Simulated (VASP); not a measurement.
# I (P6_3/mmc) in VASP: notebook, part 2 of 2

VASP 6.6.1. The steps go on from the part before.

### Step 4. Relaxation of cell and atoms, PBE, target pressure 10 GPa, at which the enthalpy is minimised

The input, INCAR:

```
PREC = Accurate ; ENCUT = 600
EDIFF = 1E-7 ; ISMEAR = -1
SIGMA = 0.02 ; LREAL = False
LASPH = True ; NELM = 60
ALGO = Normal ; ISIF = 3
LWAVE = False ; LCHARG = False
GGA = PE ; IBRION = 2
NSW = 60 ; EDIFFG = -0.03
PSTRESS = 100.0
```

The input, KPOINTS:

```
Automatic mesh
0
Gamma
  8 8 4
```

The input, POSCAR:

```
I
1.0
    3.5900000000      0.0000000000      0.0000000000
   -1.7950000000      3.1090311996      0.0000000000
    0.0000000000      0.0000000000      5.8624700000
I
2
Direct
    0.3333333333      0.6666666667      0.2500000000
    0.6666666667      0.3333333333      0.7500000000
```

Potentials or basis: VASP PAW PBE potentials, release 64 (I).

Command:

```console
$ cat potpaw_PBE.64/I/POTCAR > POTCAR
$ mpirun -np 1 vasp_std > vasp.out
```

OUTCAR:

```text
PREC = Accurate
   ENCUT = 600
   EDIFF = 1E-7
   ISMEAR = -1
   LREAL = False
   LASPH = True
   NELM = 60
   ISIF = 3
   GGA = PE
   IBRION = 2
   NSW = 60
   EDIFFG = -0.03
   PSTRESS = 100.0

 ion  position               nearest neighbor table
   1  0.333  0.667  0.250-
   2  0.667  0.333  0.750-

  LATTYP: Found a hexagonal cell.
 ALAT       =     3.5900000000
 C/A-ratio  =     1.6330000000

  Lattice vectors:

 A1 = (   3.5900000000,   0.0000000000,   0.0000000000)
 A2 = (  -1.7950000000,   3.1090311996,   0.0000000000)
 A3 = (   0.0000000000,   0.0000000000,   5.8624700000)

Analysis of symmetry for initial positions (statically):
=====================================================================
 Subroutine PRICEL returns:
 Original cell was already a primitive cell.

 Routine SETGRP: Setting up the symmetry group for a
[... 625 lines left out ...]

 [... further k-points ...]

[... ionic steps 4 to 14 ...]

--------------------------------------- Ionic step       15  -------------------------------------------

 number of electron      13.9999999 magnetization

------------------------ aborting loop because EDIFF is reached ----------------------------------------
[... 71 lines left out ...]
--------------------------------------- Ionic step       17  -------------------------------------------

 number of electron      14.0000000 magnetization

 Free energy of the ion-electron system (eV)
  ---------------------------------------------------
  ext. energy  EPLUGINS =         0.00000000
  ---------------------------------------------------
  free energy    TOTEN  =        -1.99664819 eV

  energy without entropy =       -1.99481652  energy(sigma->0) =       -1.99573236

 E-fermi :   7.0305     XC(G=0):  -9.8676

 val. band max:        7.0070367643   @ k =   0.5000   0.0000   0.5000
 cond. band min:       7.0405890980   @ k =   0.3750   0.0000   0.2500
 fundamental gap:      0.0335523337
 Fermi energy:         7.0304790542

 k-point     1 :       0.0000    0.0000    0.0000
  band No.  band energies     occupation
      1      -8.1225      2.00000
      2      -7.2593      2.00000
      3       1.2222      2.00000
      4       5.8882      2.00000
      5       9.2873      0.00000
      6       9.2873      0.00000
      7       9.6284      0.00000
      8       9.6284      0.00000
      9      12.3154      0.00000
     10      16.0512      0.00000
     11      17.2412      0.00000
[... 355 lines left out ...]
  energy  without entropy=       -1.9948165181  energy(sigma->0) =       -1.99573236

  enthalpy is  TOTEN    =         1.6534995122 eV   P V=        3.6501477070

 reached required accuracy - stopping structural energy minimisation
```

OSZICAR:

```text
N       E                     dE             d eps       ncg     rms          rms(c)
DAV:   1     0.763707174562E+02    0.76371E+02   -0.60332E+03   660   0.117E+03
DAV:   2     0.225548514860E+01   -0.74115E+02   -0.71357E+02   990   0.158E+02
DAV:   3    -0.189805839828E+01   -0.41535E+01   -0.40938E+01   804   0.447E+01
DAV:   4    -0.195955763855E+01   -0.61499E-01   -0.61466E-01   799   0.676E+00
[... 180 lines left out ...]
       N       E                     dE             d eps       ncg     rms          rms(c)
DAV:   1    -0.199665781195E+01   -0.57415E-03   -0.31173E-04   684   0.103E-01    0.231E-02
DAV:   2    -0.199665139692E+01    0.64150E-05   -0.99516E-06   717   0.234E-02    0.183E-02
DAV:   3    -0.199664814271E+01    0.32542E-05   -0.10741E-05   738   0.195E-02    0.847E-03
DAV:   4    -0.199664819472E+01   -0.52009E-07   -0.34961E-07   685   0.449E-03
  17 F= 0.16534995E+01 E0= 0.16544154E+01  d E =-.227341E-04
```

CONTCAR:

```text
I
   1.00000000000000
     3.1789599745718302    0.0000000000000000    0.0000000000000000
    -1.5894799872859151    2.7530600956251670   -0.0000000000000000
     0.0000000000000000   -0.0000000000000000    6.6822123076104400
  I
     2
Direct
     0.3333333332999970    0.6666666667000030    0.2500000000000000
     0.6666666667000030    0.3333333332999970    0.7500000000000000

  0.00000000E+00  0.00000000E+00  0.00000000E+00
  0.00000000E+00  0.00000000E+00  0.00000000E+00
```

Wall time 5.1 min (1 thread of Intel Xeon Platinum 8259CL at 2.50GHz (Skylake/Cascade Lake), shared host); peak memory 0.21 GiB.

What came out:

```
Free energy                                                : -1.9966 eV
Relaxed volume                                             : 29.24 Å³/atom
Relaxed cell                                               : a = 3.179 Å, b = 3.179 Å, c = 6.682 Å, α = 90.00°, β = 90.00°, γ = 120.00°
Space group after relaxing (to 0.1 Å)                      : P6_3/mmc (No. 194)
Energy change on relaxing (the run minimises the enthalpy) : -17.9 meV/atom
Ionic steps                                                : 17
Pressure after relaxing                                    : 10.0 GPa
Band gap on the k mesh                                     : zero (bands 7 and 8 overlap by 3.89 eV)
```

Step by step:
| step | energy change (eV) | largest force (eV/Å) | pressure (GPa) | volume (Å³) |
| --- | --- | --- | --- | --- |
| 1 | 0.0000 | 0.0000 | 2.36 | 65.43 |
| 2 | 0.6751 | 0.0000 | 16.79 | 51.73 |
| 3 | 0.3245 | 0.0000 | 10.23 | 56.05 |
| 4 | 0.3112 | 0.0000 | 10.50 | 55.79 |
| 5 | 0.3104 | 0.0000 | 10.65 | 55.67 |
| 6 | 0.3109 | 0.0000 | 11.14 | 55.41 |
| 7 | 0.3150 | 0.0000 | 12.61 | 54.79 |
| 8 | 0.4192 | 0.0000 | 18.30 | 53.24 |
| 9 | 0.3172 | 0.0000 | 13.86 | 54.36 |
| 10 | 0.3381 | 0.0000 | 15.77 | 53.82 |
| 11 | 0.3195 | 0.0000 | 15.73 | 54.00 |
| 12 | 0.2822 | 0.0000 | 15.74 | 54.45 |
| 13 | 0.2452 | 0.0000 | 15.09 | 54.84 |
| 14 | 0.1423 | 0.0000 | 13.26 | 56.01 |
| 15 | -0.0303 | 0.0000 | 10.06 | 58.39 |
| 16 | -0.0353 | 0.0000 | 9.98 | 58.47 |
| 17 | -0.0359 | 0.0000 | 9.96 | 58.48 |

Final structure:
```cif
data_structure
_symmetry_space_group_name_H-M 'P 1'
_symmetry_Int_Tables_number 1
_cell_length_a 3.1790
_cell_length_b 3.1790
_cell_length_c 6.6822
_cell_angle_alpha 90.000
_cell_angle_beta 90.000
_cell_angle_gamma 120.000
_cell_volume 58.48
loop_
_atom_site_label
_atom_site_type_symbol
_atom_site_fract_x
_atom_site_fract_y
_atom_site_fract_z
_atom_site_occupancy
I1 I 0.33333 0.66667 0.25000 1
I2 I 0.66667 0.33333 0.75000 1
```

Caveat: the cell is relaxed towards a set pressure, so the run minimises the enthalpy, not the energy; spin-orbit coupling is left out, which moves the levels of the heavy elements; this functional lacks dispersion, which binds the layers, so the pressure and a relaxed spacing across them are unreliable.

### Step 5. Relaxation of cell and atoms, PBE, target pressure 20 GPa, at which the enthalpy is minimised

The input, INCAR:

```
SYSTEM = I
ALGO     = Normal         ! electronic algorithm
EDIFF    = 1E-7           ! SCF threshold, eV
EDIFFG   = -0.03          ! ionic threshold
ENCUT    = 600            ! plane-wave cutoff, eV
GGA      = PE             ! functional
IBRION   = 2              ! ionic algorithm
ISIF     = 3              ! what is computed and relaxed
ISMEAR   = -1             ! smearing method
LASPH    = .TRUE.         ! aspherical terms in the spheres
LCHARG   = .FALSE.        ! write CHGCAR
LREAL    = .FALSE.        ! projectors in reciprocal space
LWAVE    = .FALSE.        ! write WAVECAR
NELM     = 100            ! most SCF steps
NSW      = 60             ! ionic steps
PREC     = Accurate       ! precision mode
PSTRESS  = 200.0        
SIGMA    = 0.02           ! smearing width, eV
```

The input, KPOINTS:

```
k-points
0
G
  8 8 4
  0 0 0
```

POSCAR is that of step 4.

Command:

```console
$ cat potpaw_PBE.64/I/POTCAR > POTCAR
$ mpirun -np 1 vasp_std > vasp.out
```

Run time: 6.5 min. Hardware: 1 thread of Intel Xeon Platinum 8259CL at 2.50GHz (Skylake/Cascade Lake), shared host; peak memory 0.22 GiB.

It converged, with:

```
Free energy                                                : -1.3684 eV
Relaxed volume                                             : 25.77 Å³/atom
Relaxed cell                                               : a = 3.086 Å, b = 3.086 Å, c = 6.252 Å, α = 90.00°, β = 90.00°, γ = 120.00°
Space group after relaxing (to 0.1 Å)                      : P6_3/mmc (No. 194)
Energy change on relaxing (the run minimises the enthalpy) : +296.2 meV/atom
Ionic steps                                                : 22
Pressure after relaxing                                    : 20.0 GPa
Band gap on the k mesh                                     : zero (bands 7 and 8 overlap by 4.48 eV)
```

Stress tensor (GPa, compression positive):
```
19.97  0.00  0.00
 0.00 19.97  0.00
 0.00  0.00 20.18
```

Step by step:
```csv
step,energy change (eV),largest force (eV/Å),pressure (GPa),volume (Å³)
1,0.0000,0.0000,2.36,65.43
2,4.4181,0.0000,79.72,36.89
3,0.7684,0.0000,18.21,50.98
4,0.8449,0.0000,19.53,50.32
5,0.8788,0.0000,20.12,50.05
6,0.8606,0.0000,20.31,49.97
7,0.8814,0.0000,22.01,49.59
8,1.2899,0.0000,32.95,48.17
9,0.8861,0.0000,22.42,49.50
10,0.9691,0.0000,26.30,48.92
11,0.9115,0.0000,23.81,49.27
12,0.9340,0.0000,24.94,49.10
13,0.9207,0.0000,24.37,49.18
14,0.8725,0.0000,23.92,49.51
15,0.8099,0.0000,23.40,49.94
16,0.7004,0.0000,22.47,50.80
17,0.7438,0.0000,22.84,50.42
18,0.6992,0.0000,21.95,50.73
19,0.6142,0.0000,20.18,51.38
20,0.6247,0.0000,20.40,51.29
21,0.6165,0.0000,20.32,51.36
22,0.5924,0.0000,20.04,51.55
```

Final structure:
```xyz
2
Lattice="3.0855 0.0000 0.0000 -1.5428 2.6721 0.0000 0.0000 0.0000 6.2518" Properties=species:S:1:pos:R:3 pbc="T T T"
I     0.0000    1.7814    1.5629
I     1.5428    0.8907    4.6888
```

Levels at points of the mesh, in eV from the Fermi level:
```
           k point  band 3  band 4  band 5  band 6  band 7  band 8  band 9  band 10  band 11
(0.00, 0.00, 0.00)   -6.82   -0.69    2.64    2.64    3.18    3.18    5.67     9.28    10.76
(0.50, 0.00, 0.00)   -7.13   -6.51   -3.07   -1.28   -0.46    0.62    5.22     5.31     7.09
(0.00, 0.00, 0.50)   -4.37   -4.37    2.90    2.90    2.90    2.90    9.41     9.41    10.70
(0.50, 0.00, 0.50)   -7.07   -7.07   -1.43   -1.43    0.03    0.03    4.58     4.58     6.01
```

Caveat: the cell is relaxed towards a set pressure, so the run minimises the enthalpy, not the energy; the volume moved by over 15 % at a fixed basis, so the end points are rough; spin-orbit coupling is left out, which moves the levels of the heavy elements; this functional lacks dispersion, which binds the layers, so the pressure and a relaxed spacing across them are unreliable.

### Step 6. Overview

```csv
cell,gap on the mesh (eV),pressure (GPa)
relaxed,none,0.1
relaxed to 5 GPa,none,4.9
relaxed to 10 GPa,none,10.0
relaxed to 20 GPa,none,20.0
```

Alike in all rows: task relaxation of cell and atoms; level PBE; potentials or basis VASP PAW PBE potentials, release 64 (I); no spin polarisation; k mesh 8 × 8 × 4; cutoff (eV) 600; smearing fermi-dirac 0.02 eV.

Caveats: spin-orbit coupling is left out, which moves the levels of the heavy elements; this functional lacks dispersion, which binds the layers, so the pressure and a relaxed spacing across them are unreliable; the cell is relaxed towards a set pressure, so the run minimises the enthalpy, not the energy (at least some runs); the volume moved by over 15 % at a fixed basis, so the end points are rough (at least some runs); a cell axis changed by over 15 % at a fixed basis, so the end point is rough (at least some runs).

Total energies depend on the potentials used, so only differences within one code and one set of settings carry meaning.
